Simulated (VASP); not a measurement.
The system is AlIn2Sb3.

```
Al In Sb
1.0
     3.15867    1.82366    5.08090
    -3.15867    1.82366    5.08090
     0.00000   -3.64732    5.08090
Al In Sb
1 2 3
Direct
  0.00000 0.00000 0.00000
  0.62892 0.62892 0.62892
  0.37108 0.37108 0.37108
  0.00000 0.50000 0.00000
  0.50000 0.00000 0.00000
  0.00000 0.00000 0.50000
```

The cell was built from a structure type or drawn by symmetry, and may not be a known phase.

| Item | Value |
| --- | --- |
| Program | VASP 6.6.1 |
| Task | relaxation of cell and atoms |
| Functional | PBE |
| Potentials or basis | VASP PAW PBE potentials, release 64 (Al, In_d, Sb) |
| Cutoff | 600 eV |
| k mesh | 6 × 6 × 6 |
| Occupations | gaussian, width 0.1 eV |
| Spin | no spin polarisation |

At the start: pressure -1.4 GPa; volume 29.27 Å³/atom.

**Question.** How do energy, volume and symmetry change on relaxing?

**Answer.** Over 25 steps the energy falls by 18.2 meV/atom and the volume is 28.05 Å³/atom (-4.2 %); space group R-3m (No. 166, to 0.1 Å) before and after.

The path:
| step | energy change (eV) | largest force (eV/Å) | pressure (GPa) | volume (Å³) |
| --- | --- | --- | --- | --- |
| 1 | 0.0000 | 0.0445 | -1.37 | 175.61 |
| 2 | -0.0564 | 0.0132 | -0.01 | 169.28 |
| 3 | -0.0607 | 0.0018 | 0.49 | 167.30 |
| 4 | -0.0771 | 0.0125 | 0.25 | 168.15 |
| 5 | -0.0859 | 0.0413 | -0.05 | 169.28 |
| 6 | -0.0862 | 0.0467 | -0.10 | 169.49 |
| 7 | -0.0863 | 0.0491 | -0.13 | 169.58 |
| 8 | -0.0869 | 0.0522 | 0.03 | 168.90 |
| 9 | -0.0870 | 0.0536 | 0.11 | 168.61 |
| 10 | -0.0875 | 0.0498 | 0.10 | 168.60 |
| 11 | -0.0891 | 0.0381 | 0.08 | 168.58 |
| 12 | -0.0923 | 0.0103 | 0.05 | 168.52 |
| 13 | -0.0952 | 0.0707 | -0.01 | 168.34 |
| 14 | -0.0960 | 0.0776 | -0.01 | 168.32 |
| 15 | -0.0985 | 0.1038 | -0.02 | 168.26 |
| 16 | -0.0968 | 0.1960 | 0.03 | 168.07 |
| 17 | -0.0995 | 0.1236 | -0.01 | 168.21 |
| 18 | -0.0996 | 0.1342 | 0.00 | 168.19 |
| 19 | -0.1014 | 0.1318 | 0.00 | 168.16 |
| 20 | -0.1037 | 0.1291 | 0.03 | 168.06 |
| 21 | -0.1055 | 0.1036 | -0.01 | 168.23 |
| 22 | -0.1084 | 0.0333 | -0.11 | 168.72 |
| 23 | -0.1086 | 0.0117 | -0.14 | 168.89 |
| 24 | -0.1086 | 0.0098 | 0.17 | 167.64 |
| 25 | -0.1089 | 0.0016 | 0.01 | 168.29 |

Final structure:
```
Al In Sb
1.0
     3.31020    1.91114    4.43352
    -3.31020    1.91114    4.43352
     0.00000   -3.82229    4.43352
Al In Sb
1 2 3
Direct
  0.00000 0.00000 0.00000
  0.62259 0.62259 0.62259
  0.37741 0.37741 0.37741
  0.00000 0.50000 0.00000
  0.50000 0.00000 0.00000
  0.00000 0.00000 0.50000
```
